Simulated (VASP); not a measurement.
# HC64 (a cell with a defect) in VASP: further runs, part 2 of 3

VASP 6.6.1.

**4. Single point, PBEsol, collinear spin**

Contents of INCAR:

```
SYSTEM = HC64
ALGO = Normal
EDIFF = 1E-6
ENCUT = 520
GGA = PS
GGA_COMPAT = .False.
ISIF = 2
ISMEAR = -1
ISPIN = 2
ISYM = -1
LASPH = .True.
LCHARG = .False.
LORBIT = 11
LREAL = Auto
LWAVE = .False.
MAGMOM = 0 0 0 0 0 0 0 0.091 0 0 0 0 0 0 0 0 0 0.091 0 0 0 0 0 0 0.091 0.091 0 0 0 0 0 0 0 0 0.091 0 0 0 0 0 0.091 0 0.091 0 0 0 0 0 0 0 0 0 0.091 0 0 0 0.091 0 0 0 0.091 0 0 0 0.091
NBANDS = 170
NELM = 200
PREC = Accurate
SIGMA = 0.05
```

Contents of KPOINTS:

```
explicit points
1
Reciprocal
  0.25000000   0.25000000   0.25000000 1
```

Contents of POSCAR:

```
HC64
1.0
    7.1076060000      0.0000000000      0.0000000000
    0.0000000000      7.1076060000      0.0000000000
    0.0000000000      0.0000000000      7.1076060000
C H
64 1
Direct
    0.9995710000      0.9999860000      0.0004000000
    0.9993020000      0.9997220000      0.5004750000
    0.9992970000      0.5000360000      0.0001450000
    0.9984140000      0.5002340000      0.5006850000
    0.4996510000      0.9997000000      0.0001400000
    0.4998280000      0.9988400000      0.5006770000
    0.4998450000      0.5002530000      0.9992510000
    0.5001360000      0.5005070000      0.5009960000
    0.1248510000      0.1252490000      0.1257110000
    0.1235120000      0.1238930000      0.6273440000
    0.1235020000      0.6269160000      0.1243270000
    0.1246330000      0.6252170000      0.6256470000
    0.6265200000      0.1239070000      0.1243690000
    0.6247760000      0.1250700000      0.6256390000
    0.6248030000      0.6251930000      0.1254830000
    0.6258050000      0.6262030000      0.6266420000
    0.2493160000      0.2497180000      0.9996730000
    0.2490230000      0.2494280000      0.5011470000
    0.2493180000      0.7502690000      0.0001840000
    0.2491600000      0.7509520000      0.5005370000
    0.7498310000      0.2497270000      0.0001730000
    0.7505020000      0.2495680000      0.5005360000
    0.7495330000      0.7499420000      0.0003420000
    0.7497490000      0.7501560000      0.5003210000
    0.3749610000      0.3753140000      0.1218320000
    0.3746110000      0.3750100000      0.6296080000
    0.3748030000      0.8752550000      0.1251940000
    0.3747200000      0.8751970000      0.6260180000
    0.8748400000      0.3752140000      0.1252120000
    0.8747530000      0.3751240000      0.6260270000
    0.8747770000      0.8751790000      0.1256730000
    0.8747010000      0.8751360000      0.6254460000
    0.2493200000      0.9992320000      0.2501920000
    0.2493110000      0.9997500000      0.7506710000
    0.2490700000      0.5006500000      0.2499150000
    0.2491610000      0.5000890000      0.7513750000
    0.7498680000      0.9997350000      0.2501600000
    0.7495170000      0.9999180000      0.7503570000
    0.7505230000      0.5000950000      0.2500220000
    0.7497530000      0.4998920000      0.7505830000
    0.3749720000      0.1214640000      0.3757750000
    0.3747830000      0.1247450000      0.8756780000
    0.3746350000      0.6292290000      0.3754740000
    0.3747160000      0.6255680000      0.8756090000
    0.8748510000      0.1247370000      0.3756520000
    0.8747660000      0.1252550000      0.8756270000
    0.8747660000      0.6255820000      0.3755700000
    0.8747120000      0.6250070000      0.8755540000
    0.9987910000      0.2497190000      0.2501750000
    0.9993410000      0.2497150000      0.7506940000
    0.9993550000      0.7502370000      0.2501560000
    0.9994730000      0.7499370000      0.7503850000
    0.5003550000      0.2493380000      0.2498140000
    0.4996550000      0.2495650000      0.7513580000
    0.4996990000      0.7509510000      0.2500240000
    0.4994990000      0.7501490000      0.7505860000
    0.1209530000      0.3753210000      0.3758550000
    0.1243200000      0.3752060000      0.8756860000
    0.1243290000      0.8752730000      0.3756470000
    0.1248160000      0.8751790000      0.8756030000
    0.6287530000      0.3750010000      0.3754800000
    0.6251610000      0.3751430000      0.8756090000
    0.6251630000      0.8751870000      0.3755760000
    0.6246020000      0.8751490000      0.8755650000
    0.3736440000      0.3746240000      0.3744550000
```

Potentials or basis: VASP PAW PBE potentials, release 64 (C, H).

Run with:

```console
cat potpaw_PBE.64/C/POTCAR potpaw_PBE.64/H/POTCAR > POTCAR
mpirun -np 1 vasp_std > vasp.out
```

OUTCAR:

```text
SYSTEM = HC64
   EDIFF = 1E-6
   ENCUT = 520
   GGA = PS
   ISIF = 2
   ISMEAR = -1
   ISPIN = 2
   ISYM = -1
   LASPH = .True.
   LORBIT = 11
   LREAL = Auto
   NELM = 200
   PREC = Accurate

 ion  position               nearest neighbor table
   1  1.000  1.000  0.000-  46 1.54  60 1.54  31 1.54   9 1.54
   2  0.999  1.000  0.500-  32 1.54  45 1.54  59 1.54  10 1.54
   3  0.999  0.500  0.000-  48 1.54  58 1.54  29 1.54  11 1.54
   4  0.998  0.500  0.501-  57 1.53  47 1.54  30 1.54  12 1.54
   5  0.500  1.000  0.000-  64 1.54  27 1.54  42 1.54  13 1.54
   6  0.500  0.999  0.501-  41 1.53  63 1.54  28 1.54  14 1.54
[... 56 lines left out ...]
  63  0.625  0.875  0.376-   6 1.54  24 1.54  37 1.54  55 1.54
  64  0.625  0.875  0.876-   5 1.54  38 1.54  23 1.54  56 1.54
  65  0.374  0.375  0.374-

IMPORTANT INFORMATION: All symmetrisations will be switched off!
[... 552 lines left out ...]
      3.55132      7.10547      0.00100        -0.010031      0.004491     -0.003132
      3.55258      7.09936      3.55861         0.001679      0.011036     -0.008716
[... 57 lines left out ...]
      4.43942      6.22021      6.22317         0.002808      0.003732      0.006872
      2.65571      2.66268      2.66148        -0.011177     -0.029263     -0.006414
 -----------------------------------------------------------------------------------
    total drift:                                0.070339      0.012539     -0.038388

  FREE ENERGIE OF THE ION-ELECTRON SYSTEM (eV)
  ---------------------------------------------------
  free  energy   TOTEN  =      -613.3436733280 eV

  energy  without entropy=     -613.3436607395  energy(sigma->0) =     -613.34366703

 total charge

# of ion       s       p       d       tot
------------------------------------------
    1        0.826   1.753   0.000   2.579
    2        0.826   1.757   0.000   2.584
    3        0.826   1.757   0.000   2.584
    4        0.827   1.759   0.000   2.586
    5        0.826   1.757   0.000   2.584
    6        0.827   1.759   0.000   2.585
[... 57 lines left out ...]
   64        0.826   1.755   0.000   2.581
   65        0.535   0.056   0.000   0.591
--------------------------------------------------
tot         53.457 112.257   0.000 165.714

 magnetization (x)

# of ion       s       p       d       tot
------------------------------------------
    1        0.001   0.000   0.000   0.001
    2        0.000   0.000   0.000   0.001
    3        0.000   0.000   0.000   0.001
    4        0.001   0.002   0.000   0.004
    5        0.000   0.000   0.000   0.001
    6        0.001   0.002   0.000   0.004
[... 57 lines left out ...]
   64        0.000   0.001   0.000   0.001
   65        0.289   0.005   0.000   0.294
--------------------------------------------------
tot          0.423   0.185   0.000   0.608
```

stdout:

```text
POSCAR found type information on POSCAR C H
 POSCAR found :  2 types and      65 ions
 scaLAPACK will be used
 -----------------------------------------------------------------------------
|                                                                             |
|                                                                             |
|     You enforced a specific xc type in the INCAR file but a different       |
|     I HOPE YOU KNOW WHAT YOU ARE DOING!                                     |
|                                                                             |
 -----------------------------------------------------------------------------

 LDA part: xc-table for (Slater+PW92), standard interpolation
 POSCAR, INCAR and KPOINTS ok, starting setup
 FFT: planning ... GRIDC
 FFT: planning ... GRID_SOFT
 FFT: planning ... GRID
 WAVECAR not read
 entering main loop
```

It took 4.2 min on 1 thread of Intel Xeon Platinum 8488C (Sapphire Rapids), shared host; peak memory 0.54 GiB.

What came out:

```
Free energy                                           : -613.3437 eV
Pressure                                              : 4.5 GPa
Largest force                                         : 0.032 eV/Å
Band gap on the k mesh                                : 1.15 eV
Net moment                                            : 1.00 μB per cell
Site moments                                          : C +0.00, -0.01, +0.01, +0.03, -0.00, +0.02 (each value once); H +0.29 μB
Valence electrons inside the program's atomic spheres : C 2.58, 2.59, 2.55, 2.56, 2.57 (each value once); H 0.59
```

Forces in eV/Å, atoms in the order of the input:
```
C   -0.004 -0.007 -0.003
C    0.001 -0.003 -0.008
C    0.004 -0.004 -0.001
C    0.002 -0.001 -0.002
C   -0.010  0.004 -0.003
C    0.002  0.011 -0.009
C   -0.003 -0.009  0.009
C    0.008  0.013 -0.005
C    0.007  0.010  0.003
C    0.011  0.013 -0.003
C    0.008 -0.004  0.008
C    0.007 -0.002 -0.001
C   -0.003  0.002 -0.003
C    0.005  0.001  0.000
C    0.000  0.005  0.010
C   -0.007 -0.010 -0.016
C   -0.013 -0.006 -0.011
C   -0.012 -0.011 -0.005
C   -0.009 -0.006 -0.004
C   -0.008 -0.003 -0.004
C   -0.001 -0.003  0.003
C    0.001 -0.007 -0.005
C   -0.004 -0.004 -0.015
C   -0.005 -0.003 -0.008
C    0.017  0.009  0.016
C    0.007  0.008 -0.002
C    0.005  0.005  0.003
C    0.004 -0.006 -0.001
C    0.005  0.001 -0.003
C    0.003  0.001 -0.002
C    0.004 -0.002  0.006
C    0.006  0.001  0.009
C   -0.010 -0.004 -0.010
C   -0.010 -0.004  0.006
C   -0.020 -0.001 -0.012
C   -0.009 -0.003 -0.007
C   -0.008  0.000 -0.001
C   -0.004 -0.007  0.005
C   -0.009 -0.006 -0.002
C   -0.007 -0.008  0.004
C    0.007  0.010  0.009
C    0.012 -0.001  0.012
C    0.005 -0.005  0.008
C    0.006  0.007  0.000
C    0.003  0.003  0.008
C    0.006  0.001 -0.001
C    0.003  0.000  0.002
C    0.007  0.006  0.010
C   -0.003 -0.007 -0.003
C    0.001 -0.006  0.001
C    0.000  0.002 -0.005
C    0.000 -0.002 -0.004
C   -0.015  0.010  0.000
C    0.002 -0.002  0.000
C   -0.003 -0.006 -0.008
C   -0.009  0.001  0.002
C    0.025  0.014 -0.005
C    0.003  0.010  0.015
C    0.002  0.008  0.012
C    0.005  0.011  0.009
C   -0.001  0.004 -0.006
C    0.000  0.004  0.002
C    0.003  0.003  0.006
C    0.003  0.004  0.007
H   -0.011 -0.029 -0.006
```

Caveat: the PAW data sets were made with another functional, which shifts forces and pressure a little.

**5. Single point, PBEsol, collinear spin**

INCAR is that of step 4.

KPOINTS is that of step 4.

Contents of POSCAR:

```
HC64
1.0
    7.1076060000      0.0000000000      0.0000000000
    0.0000000000      7.1076060000      0.0000000000
    0.0000000000      0.0000000000      7.1076060000
C H
64 1
Direct
    0.9995710000      0.9999860000      0.0004000000
    0.9993020000      0.9997220000      0.5004750000
    0.9992970000      0.5000360000      0.0001450000
    0.9984150000      0.5002340000      0.5006850000
    0.4996510000      0.9997000000      0.0001400000
    0.4998280000      0.9988400000      0.5006770000
    0.4998460000      0.5002520000      0.9992510000
    0.5001360000      0.5005070000      0.5009960000
    0.1248510000      0.1252490000      0.1257110000
    0.1235120000      0.1238930000      0.6273440000
    0.1235010000      0.6269160000      0.1243270000
    0.1246330000      0.6252170000      0.6256470000
    0.6265200000      0.1239070000      0.1243680000
    0.6247770000      0.1250690000      0.6256390000
    0.6248030000      0.6251930000      0.1254830000
    0.6258050000      0.6262040000      0.6266430000
    0.2493160000      0.2497180000      0.9996730000
    0.2490230000      0.2494280000      0.5011470000
    0.2493180000      0.7502690000      0.0001850000
    0.2491600000      0.7509520000      0.5005370000
    0.7498310000      0.2497270000      0.0001730000
    0.7505030000      0.2495680000      0.5005370000
    0.7495330000      0.7499420000      0.0003430000
    0.7497490000      0.7501560000      0.5003210000
    0.3749610000      0.3753130000      0.1218320000
    0.3746110000      0.3750100000      0.6296080000
    0.3748030000      0.8752560000      0.1251950000
    0.3747200000      0.8751960000      0.6260180000
    0.8748400000      0.3752150000      0.1252120000
    0.8747530000      0.3751240000      0.6260270000
    0.8747760000      0.8751780000      0.1256730000
    0.8747000000      0.8751360000      0.6254450000
    0.2493200000      0.9992320000      0.2501920000
    0.2493110000      0.9997500000      0.7506710000
    0.2490700000      0.5006500000      0.2499160000
    0.2491610000      0.5000890000      0.7513760000
    0.7498680000      0.9997350000      0.2501600000
    0.7495170000      0.9999180000      0.7503570000
    0.7505230000      0.5000950000      0.2500210000
    0.7497540000      0.4998920000      0.7505830000
    0.3749710000      0.1214640000      0.3757750000
    0.3747830000      0.1247450000      0.8756780000
    0.3746340000      0.6292290000      0.3754740000
    0.3747160000      0.6255670000      0.8756090000
    0.8748510000      0.1247370000      0.3756520000
    0.8747660000      0.1252550000      0.8756270000
    0.8747660000      0.6255810000      0.3755700000
    0.8747120000      0.6250070000      0.8755540000
    0.9987910000      0.2497190000      0.2501760000
    0.9993410000      0.2497150000      0.7506940000
    0.9993550000      0.7502380000      0.2501560000
    0.9994730000      0.7499370000      0.7503850000
    0.5003550000      0.2493370000      0.2498140000
    0.4996550000      0.2495640000      0.7513590000
    0.4996990000      0.7509520000      0.2500240000
    0.4994990000      0.7501490000      0.7505860000
    0.1209530000      0.3753210000      0.3758550000
    0.1243200000      0.3752060000      0.8756860000
    0.1243290000      0.8752730000      0.3756470000
    0.1248160000      0.8751790000      0.8756030000
    0.6287530000      0.3750010000      0.3754810000
    0.6251610000      0.3751430000      0.8756090000
    0.6251620000      0.8751870000      0.3755760000
    0.6246020000      0.8751490000      0.8755650000
    0.3736440000      0.3746240000      0.3744550000
```

Run with:

```console
cat potpaw_PBE.64/C/POTCAR potpaw_PBE.64/H/POTCAR > POTCAR
mpirun -np 1 vasp_std > vasp.out
```

Run time: 2 min. Hardware: 1 thread of Intel Xeon 6975P-C (Granite Rapids), shared host; peak memory 0.53 GiB.

It converged, with:

```yaml
Free_energy: -613.3437 eV
Pressure: 4.5 GPa
Largest_force: 0.032 eV/Å
Band_gap_on_the_k_mesh: 1.15 eV
Net_moment: 1.00 μB per cell
Site_moments: C +0.00, -0.01, +0.01, +0.03, -0.00, +0.02 (each value once); H +0.29 μB
Valence_electrons_inside_the_program's_atomic_spheres: C 2.58, 2.59, 2.55, 2.56, 2.57 (each value once); H 0.59
```

Forces on the atoms (eV/Å):
```
C   -0.004 -0.007 -0.003
C    0.001 -0.003 -0.008
C    0.004 -0.004 -0.001
C    0.002 -0.001 -0.002
C   -0.010  0.005 -0.003
C    0.002  0.011 -0.009
C   -0.003 -0.009  0.009
C    0.008  0.013 -0.005
C    0.007  0.010  0.003
C    0.011  0.013 -0.003
C    0.009 -0.004  0.008
C    0.007 -0.002 -0.001
C   -0.003  0.002 -0.003
C    0.004  0.001  0.000
C    0.000  0.005  0.010
C   -0.007 -0.010 -0.016
C   -0.013 -0.006 -0.011
C   -0.012 -0.011 -0.005
C   -0.009 -0.006 -0.004
C   -0.008 -0.003 -0.004
C   -0.001 -0.003  0.003
C    0.001 -0.007 -0.006
C   -0.005 -0.004 -0.015
C   -0.005 -0.003 -0.008
C    0.017  0.009  0.017
C    0.007  0.008 -0.002
C    0.005  0.005  0.003
C    0.003 -0.005 -0.001
C    0.005  0.000 -0.003
C    0.003  0.001 -0.001
C    0.004 -0.001  0.006
C    0.006  0.001  0.009
C   -0.010 -0.004 -0.010
C   -0.010 -0.004  0.006
C   -0.020 -0.001 -0.012
C   -0.009 -0.003 -0.007
C   -0.008  0.000 -0.001
C   -0.004 -0.007  0.005
C   -0.009 -0.006 -0.002
C   -0.007 -0.007  0.004
C    0.007  0.010  0.009
C    0.012 -0.001  0.012
C    0.006 -0.005  0.008
C    0.006  0.007  0.000
C    0.003  0.003  0.008
C    0.006  0.001 -0.001
C    0.003  0.001  0.002
C    0.007  0.006  0.010
C   -0.003 -0.007 -0.004
C    0.001 -0.006  0.001
C   -0.001  0.002 -0.004
C    0.000 -0.002 -0.004
C   -0.015  0.010  0.000
C    0.002 -0.002 -0.001
C   -0.003 -0.006 -0.008
C   -0.010  0.001  0.002
C    0.025  0.014 -0.004
C    0.003  0.009  0.015
C    0.002  0.008  0.012
C    0.005  0.011  0.009
C   -0.001  0.004 -0.006
C    0.000  0.004  0.002
C    0.003  0.003  0.006
C    0.003  0.004  0.007
H   -0.011 -0.029 -0.006
```

Stress tensor (GPa, compression positive):
```
 4.46 -2.77 -2.76
-2.77  4.46 -2.75
-2.76 -2.75  4.47
```

Levels at points of the mesh, in eV from the valence-band top:
Spin up:
```csv
k point,band 127,band 128,band 129,band 130,band 131,band 132
"(0.25, 0.25, 0.25)",-2.85,-2.85,0.00,2.66,2.67,2.79
```
Spin down:
```
           k point  band 125  band 126  band 127  band 128  band 129  band 130  band 131  band 132
(0.25, 0.25, 0.25)     -4.04     -4.04     -2.84     -2.84      1.15      2.68      2.68      2.82
```

Caveat: the PAW data sets were made with another functional, which shifts forces and pressure a little.

[end of part 2 of 3]
